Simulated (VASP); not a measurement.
The system is Co.

```xyz
2
Lattice="2.5607 0.0000 0.0000 -1.2804 2.2176 0.0000 0.0000 0.0000 4.1414" Properties=species:S:1:pos:R:3 pbc="T T T"
Co    1.2804    0.7392    1.0354
Co    0.0000    1.4784    3.1061
```

Program: VASP 6.6.1. Alike in all runs: task single point; level PBE; potentials or basis VASP PAW PBE potentials, release 64 (Co); spin collinear, ferromagnetic start; cell as given; k mesh 24 × 24 × 12; cutoff (eV) 520; smearing gaussian 0.15 eV.

Q: Order these runs on this cell by their pressure, lowest first.
A. fixed moment (μB) 3.85
B. fixed moment (μB) 1.1
C. fixed moment (μB) 2.75

A: B (-23.0 GPa), C (-17.7 GPa), A (-10.0 GPa).

Caveats: the cell stands under tension; the total moment is fixed, so each spin has its own Fermi level.
